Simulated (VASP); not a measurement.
# Na2Al2O (P-3m1) in VASP: notebook, part 2 of 2

VASP 6.6.1. The steps go on from the part before.

### 5 Single point, PBE

This run uses another cell than the first one, of 17.51 Å³/atom, 0.978 times its volume.

INCAR reads:

```
PREC     = Accurate       # precision mode
ENCUT    = 520            # plane-wave cutoff, eV
EDIFF    = 1E-6           # SCF threshold, eV
ISMEAR   = 0              # smearing method
SIGMA    = 0.1            # smearing width, eV
LREAL    = False          # projectors in reciprocal space
LASPH    = True           # aspherical terms in the spheres
NELM     = 80             # most SCF steps
ALGO     = Normal         # electronic algorithm
ISIF     = 2              # what is computed and relaxed
LWAVE    = False          # write WAVECAR
LCHARG   = True           # write CHGCAR
GGA      = PE             # functional
LELF     = True           # ELF
LVHAR    = True         
NBANDS   = 21             # bands
```

KPOINTS reads:

```
regular mesh
0
Gamma
  6 6 4
```

POSCAR reads:

```
Na2Al2O
1.0
    4.0014590700      0.0000000000      0.0000000000
   -2.0007295400      3.4653652100      0.0000000000
    0.0000000000      0.0000000000      6.3132647900
Na Al O
2 2 1
Direct
    0.6666666700      0.3333333300      0.3564681700
    0.3333333300      0.6666666700      0.6435318300
    0.6666666700      0.3333333300      0.7393728500
    0.3333333300      0.6666666700      0.2606271500
    0.0000000000      0.0000000000      0.0000000000
```

Potentials or basis: VASP PAW PBE potentials, release 64 (Na_pv, Al, O).

Launch:

```sh
> cat potpaw_PBE.64/Na_pv/POTCAR potpaw_PBE.64/Al/POTCAR potpaw_PBE.64/O/POTCAR > POTCAR
> mpirun -np 1 vasp_std > vasp.out
```

OUTCAR:

```text
PREC = Accurate
   ENCUT = 520
   EDIFF = 1E-6
   ISMEAR = 0
   LREAL = False
   LASPH = True
   NELM = 80
   ISIF = 2
   GGA = PE

 ion  position               nearest neighbor table
   1  0.667  0.333  0.356-   4 2.39   4 2.39   4 2.39   3 2.42
   2  0.333  0.667  0.644-   3 2.39   3 2.39   3 2.39   4 2.42
   3  0.667  0.333  0.739-   2 2.39   2 2.39   2 2.39   1 2.42
   4  0.333  0.667  0.261-   1 2.39   1 2.39   1 2.39   2 2.42
   5  0.000  0.000  0.000-

  LATTYP: Found a hexagonal cell.
 ALAT       =     4.0014590700
 C/A-ratio  =     1.5777406890

  Lattice vectors:

 A1 = (   4.0014590700,   0.0000000000,   0.0000000000)
 A2 = (  -2.0007295400,   3.4653652100,   0.0000000000)
 A3 = (   0.0000000000,   0.0000000000,   6.3132647900)

Analysis of symmetry for initial positions (statically):
=====================================================================
 Subroutine PRICEL returns:
 Original cell was already a primitive cell.

 Routine SETGRP: Setting up the symmetry group for a
 hexagonal supercell.

 Subroutine GETGRP returns: Found 12 space group operations
 (whereof 12 operations were pure point group operations)
 out of a pool of 24 trial point group operations.

The static configuration has the point symmetry D_3d.

Analysis of symmetry for dynamics (positions and initial velocities):
=====================================================================
 Subroutine PRICEL returns:
 Original cell was already a primitive cell.

 Routine SETGRP: Setting up the symmetry group for a
 hexagonal supercell.

 Subroutine GETGRP returns: Found 12 space group operations
 (whereof 12 operations were pure point group operations)
 out of a pool of 24 trial point group operations.

The dynamic configuration has the point symmetry D_3d.

 Subroutine INISYM returns: Found 12 space group operations
 (whereof 12 operations are pure point group operations),
 and found     1 'primitive' translations

----------------------------------------------------------------------------------------

                                     Primitive cell

  volume of cell :      87.5430

  direct lattice vectors                    reciprocal lattice vectors
     4.001459070  0.000000000  0.000000000     0.249908841  0.144284937  0.000000000
    -2.000729540  3.465365210  0.000000000     0.000000000  0.288569873  0.000000000
     0.000000000  0.000000000  6.313264790     0.000000000  0.000000000  0.158396651

  length of vectors
     4.001459070  4.001459075  6.313264790     0.288569874  0.288569873  0.158396651

  position of ions in fractional coordinates (direct lattice)
     0.666666670  0.333333330  0.356468170
     0.333333330  0.666666670  0.643531830
     0.666666670  0.333333330  0.739372850
     0.333333330  0.666666670  0.260627150
     0.000000000  0.000000000  0.000000000

  ion indices of the primitive-cell ions
   primitive index   ion index
                 1           1
                 2           2
                 3           3
                 4           4
                 5           5

----------------------------------------------------------------------------------------

 KPOINTS: regular mesh

Automatic generation of k-mesh.
 Grid dimensions read from file:
 generate k-points for:    6    6    4

 Generating k-lattice:

  Cartesian coordinates                     Fractional coordinates (reciprocal lattice)
     0.041651474  0.024047490  0.000000000     0.166666667 -0.000000000  0.000000000
     0.000000000  0.048094979  0.000000000     0.000000000  0.166666667  0.000000000
     0.000000000  0.000000000  0.039599163     0.000000000  0.000000000  0.250000000

  Length of vectors
     0.048094979  0.048094979  0.039599163

  Shift w.r.t. Gamma in fractional coordinates (k-lattice)
     0.000000000  0.000000000  0.000000000

 Subroutine IBZKPT returns following result:
 ===========================================

 Found     24 irreducible k-points:

 Following reciprocal coordinates:
            Coordinates               Weight
  0.000000  0.000000  0.000000      1.000000
  0.166667  0.000000  0.000000      6.000000
  0.333333  0.000000  0.000000      6.000000
  0.500000  0.000000  0.000000      3.000000
  0.166667  0.166667  0.000000      6.000000
  0.333333  0.166667  0.000000     12.000000
[... 16 lines left out ...]
  0.333333  0.166667  0.500000     12.000000
  0.333333  0.333333  0.500000      2.000000
   k-points           NKPTS =     24   k-points in BZ     NKDIM =     24   number of bands    NBANDS=     21
   number of dos      NEDOS =    301   number of ions     NIONS =      5
   total plane-waves  NPLWV =  43200
   dimension x,y,z NGX =    30 NGY =   30 NGZ =   48
   dimension x,y,z NGXF=    60 NGYF=   60 NGZF=   96
   ions per type =               2   2   1
   NGX,Y,Z   is equivalent  to a cutoff of  12.46, 12.46, 12.64 a.u.
   NGXF,Y,Z  is equivalent  to a cutoff of  24.93, 24.93, 25.28 a.u.
 SYSTEM =  unknown system
   PREC   = accura    normal or accurate (medium, high low for compatibility)
   ISTART =      0    job   : 0-new  1-cont  2-samecut
   ICHARG =      2    charge: 1-file 2-atom 10-const
   ISPIN  =      1    spin polarized calculation?
   LNONCOLLINEAR =      F non collinear calculations
   LSORBIT =      F    spin-orbit coupling
   LASPH  =      T    aspherical Exc in radial PAW
   ENCUT  =  520.0 eV  38.22 Ry    6.18 a.u.   7.44  7.44 11.74*2*pi/ulx,y,z
   NELM   =     80;   NELMIN=  2; NELMDL= -5     # of ELM steps
   EDIFF  = 0.1E-05   stopping-criterion for ELM
   LREAL  =      F    real-space projection
   EDIFFG = 0.1E-04   stopping-criterion for IOM
   NSW    =      0    number of steps for IOM
   IBRION =     -1    ionic relax: 0-MD 1-quasi-New 2-CG
   NFREE  =      0    steps in history (QN), initial steepest desc. (CG)
   ISIF   =      2    stress and relaxation
   ISYM   =      2    0-nonsym 1-usesym 2-fastsym
   POTIM  = 0.5000    time-step for ionic-motion
   TEBEG  =    0.0;   TEEND  =   0.0 temperature during run
   PSTRESS=    0.0 pullay stress
   NELECT =      26.0000    total number of electrons
   NUPDOWN=      -1.0000    fix difference up-down
   EMIN   =  10.00;   EMAX   =-10.00  energy-range for DOS
   EFERMI =   0.00;   METHOD = LEGACY
   ISMEAR =     0;   SIGMA  =   0.10  broadening in eV -4-tet -1-fermi 0-gaus
   EFERMI_NEDOS =   21; number of points for ismear=-14 and -15
   IALGO  =     38    algorithm
   IMIX   =      4    mixing-type and parameters
     AMIX     =   0.40;   BMIX     =  1.00
     AMIX_MAG =   1.60;   BMIX_MAG =  1.00
  volume/ion in A,a.u.               =      17.51       118.15
  Fermi-wavevector in a.u.,A,eV,Ry     =   1.092259  2.064070 16.232144  1.193029
  Thomas-Fermi vector in A             =   2.228521
   LORBIT       =      0    0 simple, 1 ext, 2 COOP (PROOUT), +10 PAW based schemes
   GGA     = PE    functional components
   LHFCALC =     F    Hartree Fock is set to
   AEXX    =    0.0000 exact exchange contribution
   IVDW    =     0    specifies the selected vdW correction
   LEPSILON=     F    determine dielectric tensor
   LRPA    =     F    only Hartree local field effects (RPA)
 non-spin polarized calculation
 Gauss-broadening in eV      SIGMA  =   0.10
  energy-cutoff  :      520.00
  volume of cell :       87.54
 maximum number of plane-waves:      2388
 NGX is ok and might be reduce to    30
   NGX = 15   NGY = 15   NGZ = 23

 number of electron      26.0000003 magnetization

 Free energy of the ion-electron system (eV)
  ---------------------------------------------------
  ext. energy  EPLUGINS =         0.00000000
  ---------------------------------------------------
  free energy    TOTEN  =        -8.87687126 eV

  energy without entropy =       -8.85915099  energy(sigma->0) =       -8.86801113

 E-fermi :   4.2012     XC(G=0):  -9.1152

 val. band max:        4.1848095417   @ k =   0.0000   0.1667   0.2500
 cond. band min:       4.2393350615   @ k =   0.3333   0.1667   0.2500
 fundamental gap:      0.0545255199
 Fermi energy:         4.2011798533

 k-point     1 :       0.0000    0.0000    0.0000
  band No.  band energies     occupation
      1     -21.0921      2.00000
      2     -21.0921      2.00000
      3     -21.0784      2.00000
      4     -21.0165      2.00000
      5     -21.0165      2.00000
      6     -20.9815      2.00000
[... 565 lines left out ...]
     20      10.1568      0.00000
     21      10.7368      0.00000

------------------------ aborting loop because EDIFF is reached ----------------------------------------

  FORCE on cell =-STRESS in cart. coord.  units (eV):
  Direction    XX          YY          ZZ          XY          YZ          ZX
  --------------------------------------------------------------------------------------
  -------------------------------------------------------------------------------------
  Total       10.2452004     10.2452005      7.2912664     -0.0000000      0.0000000      0.0000000
  in kB      187.5036158    187.5036161    133.4418804     -0.0000003      0.0000000      0.0000000
  external PRESSURE =     169.4830374 kB  Pullay stress =       0.0000000 kB

 VOLUME and BASIS-vectors are now :
 -----------------------------------------------------------------------------
  energy-cutoff  :      520.00
  volume of cell :       87.54
      direct lattice vectors                 reciprocal lattice vectors
     4.001459070  0.000000000  0.000000000     0.249908841  0.144284937  0.000000000
    -2.000729540  3.465365210  0.000000000     0.000000000  0.288569873  0.000000000
     0.000000000  0.000000000  6.313264790     0.000000000  0.000000000  0.158396651

 POSITION                                       TOTAL-FORCE (eV/Angst)
 -----------------------------------------------------------------------------------
      2.00073      1.15512      2.25048         0.000000     -0.000000     -1.430530
     -0.00000      2.31024      4.06279        -0.000000      0.000000      1.430530
      2.00073      1.15512      4.66786         0.000000     -0.000000      4.810379
     -0.00000      2.31024      1.64541         0.000000      0.000000     -4.810379
      0.00000      0.00000      0.00000         0.000000      0.000000      0.000000
 -----------------------------------------------------------------------------------
    total drift:                               -0.000000      0.000000     -0.000000

  FREE ENERGIE OF THE ION-ELECTRON SYSTEM (eV)
  ---------------------------------------------------
  free  energy   TOTEN  =        -8.8768712626 eV

  energy  without entropy=       -8.8591509934  energy(sigma->0) =       -8.86801113
```

Wall time 40 s (1 thread of AMD EPYC 7R43 (Zen 3), shared host); peak memory 0.17 GiB.

What came out:

- Free energy: -8.8769 eV
- Pressure: 16.9 GPa
- Largest force: 4.810 eV/Å
- Band gap on the k mesh: zero (band 13 reaches 5.29 eV, above the bottom of band 14 at 4.04 eV)

Forces on the atoms (eV/Å):
```
Na   0.000  0.000 -1.431
Na   0.000  0.000  1.431
Al   0.000  0.000  4.810
Al   0.000  0.000 -4.810
O    0.000  0.000  0.000
```

Levels at points of the mesh, in eV from the Fermi level:
```tsv
k point	band 9	band 10	band 11	band 12	band 13	band 14	band 15	band 16	band 17	band 18
(0.00, 0.00, 0.00)	-5.51	-2.43	-2.43	-1.38	-1.15	2.35	2.35	3.41	3.41	4.41
(0.50, 0.00, 0.00)	-4.11	-3.45	-2.80	-2.75	-1.61	1.06	1.57	1.62	2.30	2.87
(0.00, 0.00, 0.50)	-5.08	-2.57	-2.42	-2.42	1.09	2.06	2.76	2.76	2.83	2.83
(0.50, 0.00, 0.50)	-4.83	-4.02	-2.78	-1.92	-1.08	-0.16	1.28	2.20	3.09	3.28
```

Caveat: forces of over 1 eV/Å act on the atoms, so gaps and moduli don't describe the material at rest.

### 6 Summary

```tsv
task	spin	cell	k mesh	cutoff (eV)	gap on the mesh (eV)	pressure (GPa)	largest force (eV/Å)
single point	off	a = 3.017, b = 3.017, c = 11.352 Å, angles 90.0, 90.0, 120.0°, 5 atoms	12 × 12 × 4	520	none	0.0	-
relaxation of cell and atoms	off	relaxed from a = 3.012, b = 3.012, c = 11.464 Å, angles 90.0, 90.0, 120.0°, 5 atoms	12 × 12 × 4	600	none	0.1	0.01
single point	collinear, ferromagnetic start	a = 3.012, b = 3.012, c = 11.464 Å, angles 90.0, 90.0, 120.0°, 5 atoms	6 × 6 × 2	520	none	-0.1	0.06
single point	off	a = 4.001, b = 4.001, c = 6.313 Å, angles 90.0, 90.0, 120.0°, 5 atoms	6 × 6 × 4	520	none	16.9	4.81
```

Alike in all rows: level PBE; potentials or basis VASP PAW PBE potentials, release 64 (Na_pv, Al, O); smearing gaussian 0.1 eV.

Caveats: some runs use coarse meshes; forces of over 1 eV/Å act on the atoms, so gaps and moduli don't describe the material at rest (some runs).

Total energies depend on the potentials used, so only differences within one code and one set of settings carry meaning.
